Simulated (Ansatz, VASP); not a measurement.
## Au: VASP beside Ansatz

Contents of POSCAR:

```
Au
1.0
   -1.6600275259      1.6600275259      1.6600275259
    1.6600275259     -1.6600275259      1.6600275259
    1.6600275259      1.6600275259     -1.6600275259
Au
1
Direct
    0.0000000000      0.0000000000      0.0000000000
```

File INCAR.step1:

```
PREC = Accurate ; ENCUT = 550
ISMEAR = -1 ; SIGMA = 0.1
LREAL = F ; LASPH = T
NELM = 120 ; NBANDS = 12
GGA = PE ; ALGO = Normal
EDIFF = 1E-5 ; LWAVE = T
LCHARG = F ; GGA_COMPAT = F
```

File INCAR.step2:

```
PREC = Accurate ; ENCUT = 550
EDIFF = 1E-6 ; ISMEAR = -1
SIGMA = 0.1 ; LREAL = F
LASPH = T ; NELM = 120
ALGO = Normal ; ISIF = 2
LWAVE = F ; LCHARG = F
METAGGA = R2SCAN ; LMIXTAU = T
NBANDS = 12 ; ISTART = 1
GGA_COMPAT = F
```

KPOINTS

```
regular mesh
0
Gamma
  8 8 8
```

Input for Ansatz:

```yaml
crystal:
  lattice:
    - [-1.6600275258839965, 1.6600275258839965, 1.6600275258839965]
    - [1.6600275258839965, -1.6600275258839965, 1.6600275258839965]
    - [1.6600275258839965, 1.6600275258839965, -1.6600275258839965]
  atoms:
    - { symbol: Au, position: [0.0, 0.0, 0.0] }
basis:
  ecutwfc: 650.0
  xc_grid: 2
kpoints:
  mp_grid:
    grid: [8, 8, 8]
hamiltonian:
  xc: r2scan
scf:
  convergence:
    dr2_threshold: 1.0e-09
  occupations:
    method: fermi_dirac
output:
  forces: true
  stress: true
```

Alike in both runs: task single point; functional r2SCAN; k mesh 8 × 8 × 8; no spin polarisation.

|  | VASP | Ansatz |
| --- | --- | --- |
| version | VASP 6.6.1 | Ansatz 0.2.0 |
| potentials or method | VASP PAW PBE potentials, release 64 (Au), cutoff 550 eV | plane waves, PAW |
| occupations | fermi-dirac, width 0.1 eV | fermi-dirac |
| valence electrons in the cell | 11 | 19 |

|  | VASP | Ansatz | Ansatz less VASP |
| --- | --- | --- | --- |
| pressure (GPa) | -5.1 | -5.3 | -0.23 |

VASP's potentials were made for PBE, not for r2SCAN. VASP's potentials hold 11 valence electrons a cell and Ansatz's 19, so a difference there can come from the potentials and not from the codes. Ansatz's warnings: stress scf threshold loose.

Spin-orbit coupling is off throughout.
